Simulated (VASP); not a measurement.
# HfH2 (I4/mmm) in VASP: relaxation of shape and atoms at fixed volume with r2SCAN

Aim: the relaxation of shape and atoms at fixed volume of HfH2 with r2SCAN.

Everything below comes from runs of VASP 6.6.1. Logs are shortened: lines on timing, memory, paths and dates and some standing lists are left out, and cuts for length are marked.

### 1 The cell of the first run

Symmetry: I4/mmm, No. 139, tetragonal system. Conventional cell: a = 3.499 Å, b = 3.499 Å, c = 4.350 Å, α = 90.00°, β = 90.00°, γ = 90.00°. Hf (site symmetry 4/mmm) has 8 H at 2.06 Å within 2.7 Å. H (site symmetry -4m2) has 4 Hf at 2.06 Å and 6 H at 2.17 to 2.47 Å within 2.7 Å.

### 2 Relaxation of shape and atoms at fixed volume, r2SCAN (8.88 Å³/atom)

POSCAR

```
HfH2
1.0
   -1.7496101584      1.7496101584      2.1748918504
    1.7496101584     -1.7496101584      2.1748918504
    1.7496101584      1.7496101584     -2.1748918504
Hf H
1 2
Direct
    0.0000000000      0.0000000000      0.0000000000
    0.7500000000      0.2500000000      0.5000000000
    0.2500000000      0.7500000000      0.5000000000
```

INCAR.step1

```
PREC = Accurate
ENCUT = 600
ISMEAR = 0
SIGMA = 0.1
LREAL = False
LASPH = True
NELM = 60
GGA = PE
ALGO = Normal
EDIFF = 1E-4
LWAVE = True
LCHARG = False
```

INCAR.step2

```
PREC = Accurate
ENCUT = 600
EDIFF = 1E-7
ISMEAR = 0
SIGMA = 0.1
LREAL = False
LASPH = True
NELM = 60
ALGO = Normal
ISIF = 4
LWAVE = False
LCHARG = False
METAGGA = R2SCAN
LMIXTAU = True
IBRION = 2
NSW = 50
EDIFFG = -0.01
ISTART = 1
```

KPOINTS

```
Automatic mesh
0
Gamma
  16 16 16
```

Potentials or basis: VASP PAW PBE potentials, release 64 (Hf_pv, H).

Command:

```bash
$ cat potpaw_PBE.64/Hf_pv/POTCAR potpaw_PBE.64/H/POTCAR > POTCAR
$ cp INCAR.step1 INCAR
$ mpirun -np 1 vasp_std > vasp.out
$ cp INCAR.step2 INCAR
$ mpirun -np 1 vasp_std > vasp.out
```

OUTCAR:

```text
PREC = Accurate
   ENCUT = 600
   EDIFF = 1E-7
   ISMEAR = 0
   LREAL = False
   LASPH = True
   NELM = 60
   ISIF = 4
   METAGGA = R2SCAN
   IBRION = 2
   NSW = 50
   EDIFFG = -0.01
   ISTART = 1

 ion  position               nearest neighbor table
   1  0.000  0.000  0.000-   2 2.06   3 2.06   2 2.06   3 2.06   2 2.06   3 2.06   2 2.06   3 2.06

   2  0.750  0.250  0.500-   1 2.06   1 2.06   1 2.06   1 2.06
   3  0.250  0.750  0.500-   1 2.06   1 2.06   1 2.06   1 2.06

  LATTYP: Found a body centered tetragonal cell.
 ALAT       =     3.4992203168
 C/A-ratio  =     1.2430722581

  Lattice vectors:

 A1 = (  -1.7496101584,   1.7496101584,   2.1748918504)
 A2 = (   1.7496101584,  -1.7496101584,   2.1748918504)
 A3 = (   1.7496101584,   1.7496101584,  -2.1748918504)

Analysis of symmetry for initial positions (statically):
=====================================================================
 Subroutine PRICEL returns:
 Original cell was already a primitive cell.

 Routine SETGRP: Setting up the symmetry group for a
 body centered tetragonal supercell.

 Subroutine GETGRP returns: Found 16 space group operations
 (whereof 16 operations were pure point group operations)
 out of a pool of 16 trial point group operations.

The static configuration has the point symmetry D_4h.

Analysis of symmetry for dynamics (positions and initial velocities):
=====================================================================
 Subroutine PRICEL returns:
 Original cell was already a primitive cell.

 Routine SETGRP: Setting up the symmetry group for a
 body centered tetragonal supercell.

 Subroutine GETGRP returns: Found 16 space group operations
 (whereof 16 operations were pure point group operations)
 out of a pool of 16 trial point group operations.

The dynamic configuration has the point symmetry D_4h.

 Subroutine INISYM returns: Found 16 space group operations
 (whereof 16 operations are pure point group operations),
 and found     1 'primitive' translations

----------------------------------------------------------------------------------------

                                     Primitive cell

  volume of cell :      26.6306

  direct lattice vectors                    reciprocal lattice vectors
    -1.749610158  1.749610158  2.174891850     0.000000000  0.285777948  0.229896489
[... 100 lines left out ...]
   NUPDOWN=      -1.0000    fix difference up-down
   EMIN   =  10.00;   EMAX   =-10.00  energy-range for DOS
   EFERMI =   0.00;   METHOD = LEGACY
   ISMEAR =     0;   SIGMA  =   0.10  broadening in eV -4-tet -1-fermi 0-gaus
   EFERMI_NEDOS =   21; number of points for ismear=-14 and -15
   IALGO  =     38    algorithm
   IMIX   =      4    mixing-type and parameters
     AMIX     =   0.40;   BMIX     =  1.00
     AMIX_MAG =   1.60;   BMIX_MAG =  1.00
  volume/ion in A,a.u.               =       8.88        59.90
  Fermi-wavevector in a.u.,A,eV,Ry     =   1.255091  2.371778 21.432619  1.575253
  Thomas-Fermi vector in A             =   2.388864
   LORBIT       =      0    0 simple, 1 ext, 2 COOP (PROOUT), +10 PAW based schemes
   METAGGA = R2SCAN    functional components
   LHFCALC =     F    Hartree Fock is set to
   AEXX    =    0.0000 exact exchange contribution
   IVDW    =     0    specifies the selected vdW correction
   LEPSILON=     F    determine dielectric tensor
   LRPA    =     F    only Hartree local field effects (RPA)
 conjugate gradient relaxation of ions
 non-spin polarized calculation
 Gauss-broadening in eV      SIGMA  =   0.10
  energy-cutoff  :      600.00
  volume of cell :       26.63
 maximum number of plane-waves:       904
   NGX = 13   NGY = 13   NGZ = 13

--------------------------------------- Ionic step        1  -------------------------------------------

 number of electron      11.9999999 magnetization

 Free energy of the ion-electron system (eV)
  ---------------------------------------------------
  ext. energy  EPLUGINS =         0.00000000
  ---------------------------------------------------
  free energy    TOTEN  =       -53.67566526 eV

  energy without entropy =      -53.67347496  energy(sigma->0) =      -53.67457011

------------------------ aborting loop because EDIFF is reached ----------------------------------------

  FORCE on cell =-STRESS in cart. coord.  units (eV):
  Direction    XX          YY          ZZ          XY          YZ          ZX
  --------------------------------------------------------------------------------------
  -------------------------------------------------------------------------------------
  Total       -0.9098388     -0.9098388     -0.8089344      0.0000000     -0.0000000     -0.0000000
  in kB      -54.7387428    -54.7387428    -48.6680149      0.0000000     -0.0000000     -0.0000000
  external PRESSURE =     -52.7151669 kB  Pullay stress =       0.0000000 kB
[... 61 lines left out ...]
--------------------------------------- Ionic step        3  -------------------------------------------

 number of electron      11.9999999 magnetization

 Free energy of the ion-electron system (eV)
  ---------------------------------------------------
  ext. energy  EPLUGINS =         0.00000000
  ---------------------------------------------------
  free energy    TOTEN  =       -53.67587499 eV

  energy without entropy =      -53.67372764  energy(sigma->0) =      -53.67480132

 E-fermi :   5.4271     XC(G=0): -12.1499

 val. band max:        5.3986702659   @ k =  -0.1250  -0.1250   0.0625
 cond. band min:       5.4287077009   @ k =  -0.1875  -0.1875   0.1250
 fundamental gap:      0.0300374350
 Fermi energy:         5.4271256678

 k-point     1 :       0.0000    0.0000    0.0000
  band No.  band energies     occupation
      1     -26.9605      2.00000
      2     -26.9605      2.00000
      3     -26.9076      2.00000
      4      -6.5170      2.00000
      5       3.6165      2.00000
      6       4.9141      2.00000
      7       4.9141      2.00000
      8       5.9041      0.00000
      9       7.2840      0.00000
     10       8.7325      0.00000
[... 287 lines left out ...]
 k-point    24 :      -0.0625    0.0625    0.0000
  band No.  band energies     occupation
      1     -26.9830      2.00000
      2     -26.9641      2.00000
      3     -26.9155      2.00000
      4      -6.3810      2.00000
      5       2.7643      2.00000
      6       5.0289      2.00000
      7       5.9186      0.00000
      8       5.9645      0.00000
      9       7.1410      0.00000
     10       8.6232      0.00000

 [... further k-points ...]
[... 5 lines left out ...]
  --------------------------------------------------------------------------------------
  -------------------------------------------------------------------------------------
  Total       -0.8663912     -0.8663912     -0.8649876      0.0000000      0.0000000      0.0000000
  in kB      -52.1247983    -52.1247983    -52.0403508      0.0000000      0.0000000      0.0000000
  external PRESSURE =     -52.0966491 kB  Pullay stress =       0.0000000 kB
[... 18 lines left out ...]
  FREE ENERGIE OF THE ION-ELECTRON SYSTEM (eV)
  ---------------------------------------------------
  free  energy   TOTEN  =       -53.6758749933 eV

  energy  without entropy=      -53.6737276431  energy(sigma->0) =      -53.67480132

 reached required accuracy - stopping structural energy minimisation
```

It took 24 min on 1 thread of Intel Xeon 8259CL, shared host; peak memory 0.28 GiB.

What came out:

```yaml
Free_energy: -53.6759 eV
Energy_gained_by_relaxing: 0.1 meV/atom
Ionic_steps: 3
Pressure_after_relaxing: -5.2 GPa
Band_gap_on_the_k_mesh: zero (bands 6 and 7 overlap by 1.13 eV)
```

Step by step:
```tsv
step	energy change (eV)	largest force (eV/Å)	pressure (GPa)	volume (Å³)
1	0.0000	0.0000	-5.27	26.63
2	-0.0001	0.0000	-5.26	26.63
3	-0.0002	0.0000	-5.21	26.63
```

Final structure:
```
Hf H
1.0
    -1.74603    1.74603    2.18382
     1.74603   -1.74603    2.18382
     1.74603    1.74603   -2.18382
Hf H
1 2
Cartesian
  0.0000 0.0000 0.0000
  0.0000 1.7460 1.0919
  1.7460 0.0000 1.0919
```

Levels at points of the mesh, in eV from the Fermi level:
| k point | band 3 | band 4 | band 5 | band 6 | band 7 | band 8 | band 9 | band 10 |
| --- | --- | --- | --- | --- | --- | --- | --- | --- |
| (0.00, 0.00, 0.00) | -32.33 | -11.94 | -1.81 | -0.51 | -0.51 | 0.48 | 1.86 | 3.31 |
| (0.50, 0.00, 0.00) | -32.38 | -8.91 | -5.90 | -0.88 | 0.66 | 3.89 | 4.45 | 4.84 |
| (0.50, 0.50, 0.00) | -32.48 | -7.12 | -6.47 | -4.37 | 4.03 | 4.24 | 5.29 | 6.58 |
| (0.50, 0.50, 0.50) | -32.64 | -8.18 | -5.02 | -3.97 | 4.56 | 4.70 | 4.70 | 5.56 |

Caveat: the PAW data sets were made with another functional, which shifts forces and pressure a little; spin-orbit coupling is left out, which moves the levels of the heavy elements.

The gap in the log of VASP goes by the Fermi energy; the results here count the filled bands.